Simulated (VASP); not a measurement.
# NiO (Fm-3m) in VASP: further runs

Aim: see how the results for NiO move with the level of theory and the settings. Levels: LDA, PBEsol+D3(BJ). Tasks: single point.

All numbers are computed with VASP 6.6.1; they aren't measurements. Logs are shortened: lines on timing, memory, paths and dates and some standing lists are left out, and cuts for length are marked.

**1. The cell of the first run**

The structure is cubic, space group Fm-3m (No. 225). Conventional cell: a = 4.144 Å, b = 4.144 Å, c = 4.144 Å, α = 90.00°, β = 90.00°, γ = 90.00°. Ni (site symmetry m-3m) has 6 O at 2.07 Å within 2.7 Å. O (site symmetry m-3m) has 6 Ni at 2.07 Å within 2.7 Å.

**2. Single point, LDA, collinear spin, ferromagnetic start**

File INCAR:

```
SYSTEM = NiO
PREC = Accurate
ENCUT = 520
EDIFF = 1E-6
ISMEAR = -1
SIGMA = 0.05
LREAL = .FALSE.
LASPH = .TRUE.
NELM = 150
ALGO = Normal
ISIF = 2
LWAVE = .FALSE.
LCHARG = .FALSE.
ISPIN = 2
MAGMOM = 1 0
LORBIT = 11
LMAXMIX = 4
NBANDS = 19
```

File KPOINTS:

```
Automatic mesh
0
G
  11 11 11
  0 0 0
```

File POSCAR:

```
NiO
1.0
    0.0000000000      2.0719018797      2.0719018797
    2.0719018797      0.0000000000      2.0719018797
    2.0719018797      2.0719018797      0.0000000000
Ni O
1 1
Direct
    0.0000000000      0.0000000000      0.0000000000
    0.5000000000      0.5000000000      0.5000000000
```

Potentials or basis: VASP PAW LDA potentials, release 64 (Ni, O).

Command:

```console
> cat potpaw_LDA.64/Ni/POTCAR potpaw_LDA.64/O/POTCAR > POTCAR
> mpirun -np 1 vasp_std > vasp.out
```

OUTCAR:

```text
SYSTEM = NiO
   PREC = Accurate
   ENCUT = 520
   EDIFF = 1E-6
   ISMEAR = -1
   LREAL = .FALSE.
   LASPH = .TRUE.
   NELM = 150
   ISIF = 2
   ISPIN = 2
   LORBIT = 11

 ion  position               nearest neighbor table
   1  0.000  0.000  0.000-   2 2.07   2 2.07   2 2.07   2 2.07   2 2.07   2 2.07
   2  0.500  0.500  0.500-   1 2.07   1 2.07   1 2.07   1 2.07   1 2.07   1 2.07

  LATTYP: Found a face centered cubic cell.
 ALAT       =     4.1438037594

  Lattice vectors:

 A1 = (   0.0000000000,   2.0719018797,   2.0719018797)
 A2 = (   2.0719018797,   0.0000000000,   2.0719018797)
 A3 = (   2.0719018797,   2.0719018797,   0.0000000000)

Analysis of symmetry for initial positions (statically):
=====================================================================
 Subroutine PRICEL returns:
 Original cell was already a primitive cell.

 Routine SETGRP: Setting up the symmetry group for a
 face centered cubic supercell.

 Subroutine GETGRP returns: Found 48 space group operations
 (whereof 48 operations were pure point group operations)
 out of a pool of 48 trial point group operations.

The static configuration has the point symmetry O_h .

Analysis of symmetry for dynamics (positions and initial velocities):
=====================================================================
 Subroutine PRICEL returns:
 Original cell was already a primitive cell.

 Routine SETGRP: Setting up the symmetry group for a
 face centered cubic supercell.

 Subroutine GETGRP returns: Found 48 space group operations
 (whereof 48 operations were pure point group operations)
 out of a pool of 48 trial point group operations.

The dynamic configuration has the point symmetry O_h .

Analysis of structural, dynamic, and magnetic symmetry:
=====================================================================
 Subroutine PRICEL returns:
 Original cell was already a primitive cell.

 Routine SETGRP: Setting up the symmetry group for a
 face centered cubic supercell.

 Subroutine GETGRP returns: Found 48 space group operations
 (whereof 48 operations were pure point group operations)
 out of a pool of 48 trial point group operations.

The overall configuration has the point symmetry O_h .

 Subroutine INISYM returns: Found 48 space group operations
 (whereof 48 operations are pure point group operations),
 and found     1 'primitive' translations

----------------------------------------------------------------------------------------

                                     Primitive cell

  volume of cell :      17.7884

  direct lattice vectors                    reciprocal lattice vectors
     0.000000000  2.071901880  2.071901880    -0.241324169  0.241324169  0.241324169
     2.071901880  0.000000000  2.071901880     0.241324169 -0.241324169  0.241324169
     2.071901880  2.071901880  0.000000000     0.241324169  0.241324169 -0.241324169

  length of vectors
     2.930111738  2.930111738  2.930111738     0.417985722  0.417985722  0.417985722

  position of ions in fractional coordinates (direct lattice)
     0.000000000  0.000000000  0.000000000
     0.500000000  0.500000000  0.500000000

  ion indices of the primitive-cell ions
   primitive index   ion index
                 1           1
                 2           2

----------------------------------------------------------------------------------------

 KPOINTS: Automatic mesh

Automatic generation of k-mesh.
 Grid dimensions read from file:
 generate k-points for:   11   11   11

 Generating k-lattice:

  Cartesian coordinates                     Fractional coordinates (reciprocal lattice)
    -0.021938561  0.021938561  0.021938561     0.090909091  0.000000000  0.000000000
     0.021938561 -0.021938561  0.021938561     0.000000000  0.090909091  0.000000000
     0.021938561  0.021938561 -0.021938561     0.000000000  0.000000000  0.090909091

  Length of vectors
     0.037998702  0.037998702  0.037998702

  Shift w.r.t. Gamma in fractional coordinates (k-lattice)
     0.000000000  0.000000000  0.000000000

 Subroutine IBZKPT returns following result:
 ===========================================

 Found     56 irreducible k-points:

 Following reciprocal coordinates:
            Coordinates               Weight
  0.000000  0.000000  0.000000      1.000000
  0.090909  0.000000  0.000000      8.000000
  0.181818  0.000000  0.000000      8.000000
  0.272727  0.000000  0.000000      8.000000
  0.363636  0.000000  0.000000      8.000000
  0.454545  0.000000  0.000000      8.000000
[... 16 lines left out ...]
 -0.272727  0.181818  0.000000     24.000000
 -0.181818  0.181818  0.000000     12.000000
 [... further k-points ...]
   k-points           NKPTS =     56   k-points in BZ     NKDIM =     56   number of bands    NBANDS=     19
   number of dos      NEDOS =    301   number of ions     NIONS =      2
   total plane-waves  NPLWV =  13824
   dimension x,y,z NGX =    24 NGY =   24 NGZ =   24
   dimension x,y,z NGXF=    48 NGYF=   48 NGZF=   48
   ions per type =               1   1
   NGX,Y,Z   is equivalent  to a cutoff of  13.62, 13.62, 13.62 a.u.
   NGXF,Y,Z  is equivalent  to a cutoff of  27.23, 27.23, 27.23 a.u.
 SYSTEM =  NiO
   PREC   = accura    normal or accurate (medium, high low for compatibility)
   ISTART =      0    job   : 0-new  1-cont  2-samecut
   ICHARG =      2    charge: 1-file 2-atom 10-const
   ISPIN  =      2    spin polarized calculation?
   LNONCOLLINEAR =      F non collinear calculations
   LSORBIT =      F    spin-orbit coupling
   LASPH  =      T    aspherical Exc in radial PAW
   ENCUT  =  520.0 eV  38.22 Ry    6.18 a.u.   5.45  5.45  5.45*2*pi/ulx,y,z
   NELM   =    150;   NELMIN=  2; NELMDL= -5     # of ELM steps
   EDIFF  = 0.1E-05   stopping-criterion for ELM
   LREAL  =      F    real-space projection
   EDIFFG = 0.1E-04   stopping-criterion for IOM
   NSW    =      0    number of steps for IOM
   IBRION =     -1    ionic relax: 0-MD 1-quasi-New 2-CG
   NFREE  =      0    steps in history (QN), initial steepest desc. (CG)
   ISIF   =      2    stress and relaxation
   ISYM   =      2    0-nonsym 1-usesym 2-fastsym
   POTIM  = 0.5000    time-step for ionic-motion
   TEBEG  =    0.0;   TEEND  =   0.0 temperature during run
   PSTRESS=    0.0 pullay stress
   NELECT =      16.0000    total number of electrons
   NUPDOWN=      -1.0000    fix difference up-down
   EMIN   =  10.00;   EMAX   =-10.00  energy-range for DOS
   EFERMI =   0.00;   METHOD = LEGACY
   ISMEAR =    -1;   SIGMA  =   0.05  broadening in eV -4-tet -1-fermi 0-gaus
   EFERMI_NEDOS =   21; number of points for ismear=-14 and -15
   IALGO  =     38    algorithm
   IMIX   =      4    mixing-type and parameters
     AMIX     =   0.40;   BMIX     =  1.00
     AMIX_MAG =   1.60;   BMIX_MAG =  1.00
  volume/ion in A,a.u.               =       8.89        60.02
  Fermi-wavevector in a.u.,A,eV,Ry     =   1.580286  2.986307 33.977874  2.497303
  Thomas-Fermi vector in A             =   2.680536
   LORBIT       =     11    0 simple, 1 ext, 2 COOP (PROOUT), +10 PAW based schemes
   GGA     = CA    functional components
   LHFCALC =     F    Hartree Fock is set to
   AEXX    =    0.0000 exact exchange contribution
   IVDW    =     0    specifies the selected vdW correction
   LEPSILON=     F    determine dielectric tensor
   LRPA    =     F    only Hartree local field effects (RPA)
 spin polarized calculation
  energy-cutoff  :      520.00
  volume of cell :       17.79
 maximum number of plane-waves:       531
 NGX is ok and might be reduce to    24
   NGX = 11   NGY = 11   NGZ = 11

 number of electron      15.9999991 magnetization       0.2499974

 Free energy of the ion-electron system (eV)
  ---------------------------------------------------
  ext. energy  EPLUGINS =         0.00000000
  ---------------------------------------------------
  free energy    TOTEN  =       -13.33528082 eV

  energy without entropy =      -13.32076597  energy(sigma->0) =      -13.32802340

 E-fermi :   7.8480     XC(G=0): -13.3100

 val. band max:        7.8368918773   @ k =   0.3636   0.2727   0.0000
 cond. band min:       7.8508392670   @ k =   0.2727   0.1818   0.0000
 fundamental gap:      0.0139473898
 Fermi energy:         7.8480336969

 spin component 1

 k-point     1 :       0.0000    0.0000    0.0000
  band No.  band energies     occupation
      1     -12.5310      1.00000
      2       4.6591      1.00000
      3       4.6591      1.00000
      4       4.6591      1.00000
      5       5.9030      1.00000
      6       5.9030      1.00000
[... 11 lines left out ...]
     18      34.2482      0.00000
     19      34.2482      0.00000
[... 485 lines left out ...]
 k-point    24 :      -0.1818    0.1818    0.0000
  band No.  band energies     occupation
      1     -11.6461      1.00000
      2       1.1770      1.00000
      3       2.6633      1.00000
      4       2.9781      1.00000
      5       6.2837      1.00000
      6       6.5295      1.00000
[... 11 lines left out ...]
     18      39.1989      0.00000
     19      40.3352      0.00000

 [... further k-points ...]

 spin component 2

 k-point     1 :       0.0000    0.0000    0.0000
  band No.  band energies     occupation
      1     -12.4790      1.00000
      2       4.7194      1.00000
      3       4.7194      1.00000
      4       4.7194      1.00000
      5       6.0431      1.00000
      6       6.0431      1.00000
[... 11 lines left out ...]
     18      34.3266      0.00000
     19      34.3267      0.00000
[... 485 lines left out ...]
 k-point    24 :      -0.1818    0.1818    0.0000
  band No.  band energies     occupation
      1     -11.5914      1.00000
      2       1.2440      1.00000
      3       2.7849      1.00000
      4       3.0451      1.00000
      5       6.4290      1.00000
      6       6.7578      1.00000
[... 11 lines left out ...]
     18      39.2525      0.00000
     19      40.3490      0.00000

 [... further k-points ...]

------------------------ aborting loop because EDIFF is reached ----------------------------------------

  FORCE on cell =-STRESS in cart. coord.  units (eV):
  Direction    XX          YY          ZZ          XY          YZ          ZX
  --------------------------------------------------------------------------------------
  -------------------------------------------------------------------------------------
  Total       -1.7732292     -1.7732292     -1.7732292      0.0000000      0.0000000     -0.0000000
  in kB     -159.7121330   -159.7121330   -159.7121330      0.0000000      0.0000000     -0.0000000
  external PRESSURE =    -159.7121330 kB  Pullay stress =       0.0000000 kB

 VOLUME and BASIS-vectors are now :
 -----------------------------------------------------------------------------
  energy-cutoff  :      520.00
  volume of cell :       17.79
      direct lattice vectors                 reciprocal lattice vectors
     0.000000000  2.071901880  2.071901880    -0.241324169  0.241324169  0.241324169
     2.071901880  0.000000000  2.071901880     0.241324169 -0.241324169  0.241324169
     2.071901880  2.071901880  0.000000000     0.241324169  0.241324169 -0.241324169

 POSITION                                       TOTAL-FORCE (eV/Angst)
 -----------------------------------------------------------------------------------
      0.00000      0.00000      0.00000         0.000000     -0.000000     -0.000000
      2.07190      2.07190      2.07190        -0.000000      0.000000      0.000000
 -----------------------------------------------------------------------------------
    total drift:                                0.000000     -0.000000     -0.000000

  FREE ENERGIE OF THE ION-ELECTRON SYSTEM (eV)
  ---------------------------------------------------
  free  energy   TOTEN  =       -13.3352808202 eV

  energy  without entropy=      -13.3207659700  energy(sigma->0) =      -13.32802340

 total charge

# of ion       s       p       d       tot
------------------------------------------
    1        0.339   0.413   8.372   9.124
    2        1.561   3.347   0.000   4.908
--------------------------------------------------
tot          1.900   3.760   8.372  14.032

 magnetization (x)

# of ion       s       p       d       tot
------------------------------------------
    1        0.003   0.003   0.205   0.211
    2        0.005   0.026   0.000   0.032
--------------------------------------------------
tot          0.008   0.030   0.205   0.243
```

Wall time 21 s (1 thread of Intel Xeon 6975P-C (Granite Rapids), shared host); peak memory 0.15 GiB.

What came out:

- Free energy: -13.3353 eV
- Pressure: -16.0 GPa
- Net moment: 0.25 μB per cell
- Site moments: Ni +0.21; O +0.03 μB
- Valence electrons inside the program's atomic spheres: Ni 9.12; O 4.91

Caveat: the cell stands under tension; semilocal functionals often make such compounds metallic where correlation or magnetic order opens a gap, which also shifts bond lengths.

**3. Single point, PBEsol+D3(BJ), collinear spin, ferromagnetic start**

This run uses another cell than the first one, of 9.08 Å³/atom.

File INCAR:

```
  PREC = Accurate
  ENCUT = 520
  EDIFF = 1E-6
  ISMEAR = -1
  SIGMA = 0.05
  LREAL = F
  LASPH = T
  NELM = 150
  ALGO = Normal
  ISIF = 2
  LWAVE = F
  LCHARG = T
  ISPIN = 2
  MAGMOM = 1 0
  LORBIT = 11
  LMAXMIX = 4
  GGA = PS
  IVDW = 12
  LELF = T
  LVHAR = T
  NBANDS = 19
```

File KPOINTS:

```
regular mesh
0
Gamma
  11 11 11
```

File POSCAR:

```
NiO
1.0
    0.0000000000      2.0859016414      2.0859016414
    2.0859016414      0.0000000000      2.0859016414
    2.0859016414      2.0859016414      0.0000000000
Ni O
1 1
Direct
    0.0000000000      0.0000000000      0.0000000000
    0.5000000000      0.5000000000      0.5000000000
```

Potentials or basis: VASP PAW PBE potentials, release 64 (Ni, O).

Command:

```console
> cat potpaw_PBE.64/Ni/POTCAR potpaw_PBE.64/O/POTCAR > POTCAR
> mpirun -np 1 vasp_std > vasp.out
```

OUTCAR:

```text
PREC = Accurate
   ENCUT = 520
   EDIFF = 1E-6
   ISMEAR = -1
   LREAL = F
   LASPH = T
   NELM = 150
   ISIF = 2
   ISPIN = 2
   LORBIT = 11
   GGA = PS
   IVDW = 12
 IVDW          = 12

 ion  position               nearest neighbor table
   1  0.000  0.000  0.000-   2 2.09   2 2.09   2 2.09   2 2.09   2 2.09   2 2.09
   2  0.500  0.500  0.500-   1 2.09   1 2.09   1 2.09   1 2.09   1 2.09   1 2.09

  LATTYP: Found a face centered cubic cell.
 ALAT       =     4.1718032828

  Lattice vectors:

 A1 = (   0.0000000000,   2.0859016414,   2.0859016414)
 A2 = (   2.0859016414,   0.0000000000,   2.0859016414)
 A3 = (   2.0859016414,   2.0859016414,   0.0000000000)

Analysis of symmetry for initial positions (statically):
=====================================================================
 Subroutine PRICEL returns:
 Original cell was already a primitive cell.

 Routine SETGRP: Setting up the symmetry group for a
 face centered cubic supercell.

[... 725 lines left out ...]
      3       5.0346      1.00000
      4       5.0346      1.00000
      5       6.0678      1.00000
      6       6.0678      1.00000
[... 517 lines left out ...]
     18      38.9402      0.00000
     19      39.9422      0.00000

 [... further k-points ...]

------------------------ aborting loop because EDIFF is reached ----------------------------------------

 Edisp (eV)   -0.44245

 E8    (eV) :    -0.2682

  FORCE on cell =-STRESS in cart. coord.  units (eV):
  Direction    XX          YY          ZZ          XY          YZ          ZX
  --------------------------------------------------------------------------------------
  -------------------------------------------------------------------------------------
  Total      -1.15958    -1.15958    -1.15958     0.00000     0.00000     0.00000
  in kB    -102.35300  -102.35300  -102.35300     0.00000     0.00000     0.00000
  external pressure =     -102.35 kB  Pullay stress =        0.00 kB

 VOLUME and BASIS-vectors are now :
 -----------------------------------------------------------------------------
  energy-cutoff  :      520.00
  volume of cell :       18.15
      direct lattice vectors                 reciprocal lattice vectors
     0.000000000  2.085901641  2.085901641    -0.239704495  0.239704495  0.239704495
     2.085901641  0.000000000  2.085901641     0.239704495 -0.239704495  0.239704495
     2.085901641  2.085901641  0.000000000     0.239704495  0.239704495 -0.239704495

 POSITION                                       TOTAL-FORCE (eV/Angst)
 -----------------------------------------------------------------------------------
      0.00000      0.00000      0.00000         0.000000     -0.000000     -0.000000
      2.08590      2.08590      2.08590        -0.000000      0.000000      0.000000
 -----------------------------------------------------------------------------------
    total drift:                                0.000000     -0.000000     -0.000000

  FREE ENERGIE OF THE ION-ELECTRON SYSTEM (eV)
  ---------------------------------------------------
  free  energy   TOTEN  =       -12.8291193499 eV

  energy  without entropy=      -12.8159057152  energy(sigma->0) =      -12.82251253

 total charge

# of ion       s       p       d       tot
------------------------------------------
    1        0.335   0.407   8.294   9.035
    2        1.557   3.375   0.000   4.932
--------------------------------------------------
tot          1.892   3.782   8.294  13.967

 magnetization (x)

# of ion       s       p       d       tot
------------------------------------------
    1        0.010   0.014   1.097   1.121
    2        0.024   0.166   0.000   0.189
--------------------------------------------------
tot          0.034   0.179   1.097   1.310
```

OSZICAR:

```text
N       E                     dE             d eps       ncg     rms          rms(c)
DAV:   1     0.821773269105E+02    0.82177E+02   -0.70016E+03  4552   0.103E+03
DAV:   2    -0.945310288883E+01   -0.91630E+02   -0.79883E+02  4371   0.233E+02
DAV:   3    -0.144963958807E+02   -0.50433E+01   -0.47535E+01  4874   0.551E+01
DAV:   4    -0.145424589428E+02   -0.46063E-01   -0.45999E-01  4690   0.516E+00
DAV:   5    -0.145431862773E+02   -0.72733E-03   -0.72724E-03  4868   0.638E-01    0.139E+01
DAV:   6    -0.138830700940E+02    0.66012E+00   -0.10815E+01  5525   0.583E+01    0.166E+01
DAV:   7    -0.124457778980E+02    0.14373E+01   -0.46103E+00  5440   0.472E+01    0.562E+00
DAV:   8    -0.123825710053E+02    0.63207E-01   -0.22347E-01  5590   0.779E+00    0.266E+00
DAV:   9    -0.123852582849E+02   -0.26873E-02   -0.20784E-02  5517   0.140E+00    0.683E-01
DAV:  10    -0.123861612486E+02   -0.90296E-03   -0.34504E-03  5468   0.898E-01    0.335E-01
DAV:  11    -0.123866569478E+02   -0.49570E-03   -0.15121E-03  5503   0.808E-01    0.130E-01
DAV:  12    -0.123866491288E+02    0.78190E-05   -0.36201E-04  5771   0.314E-01    0.796E-02
DAV:  13    -0.123866659680E+02   -0.16839E-04   -0.15397E-04  5362   0.247E-01    0.403E-02
DAV:  14    -0.123866731222E+02   -0.71542E-05   -0.30664E-05  5545   0.602E-02    0.981E-03
DAV:  15    -0.123866744080E+02   -0.12858E-05   -0.18120E-06  3274   0.231E-02    0.276E-03
DAV:  16    -0.123866743304E+02    0.77675E-07   -0.43152E-07  2330   0.660E-03
   1 F= -.12829119E+02 E0= -.12822513E+02  d E =-.132136E-01  mag=     1.3424
```

It took 21 s on 1 thread of Intel Xeon 6975P-C (Granite Rapids), shared host; peak memory 0.18 GiB.

What came out:

| Item | Value |
| --- | --- |
| Free energy | -12.8291 eV |
| Pressure | -10.2 GPa |
| Net moment | 1.34 μB per cell |
| Site moments | Ni +1.12; O +0.19 μB |
| Valence electrons inside the program's atomic spheres | Ni 9.04; O 4.93 |
| Dispersion energy per atom | -0.221 eV |

Levels at points of the mesh, in eV from the Fermi level:
Spin up:
```
           k point  band 5  band 6  band 7  band 8  band 9  band 10  band 11  band 12  band 13  band 14
(0.00, 0.00, 0.00)   -2.72   -2.72   -2.44   -2.44   -2.44     1.45    17.60    18.81    18.81    18.81
```
Spin down:
```tsv
k point	band 5	band 6	band 7	band 8	band 9	band 10
(0.00, 0.00, 0.00)	-1.74	-1.74	-1.74	-0.92	-0.92	1.71
```

Caveat: the cell stands under tension; the PAW data sets were made with another functional, which shifts forces and pressure a little; a cell with one magnetic atom can't hold antiferromagnetic order, which such compounds often take; semilocal functionals often make such compounds metallic where correlation or magnetic order opens a gap, which also shifts bond lengths. With open d or f shells a metallic result of PBEsol can be an artefact of self-interaction; +U or a hybrid may open a gap.
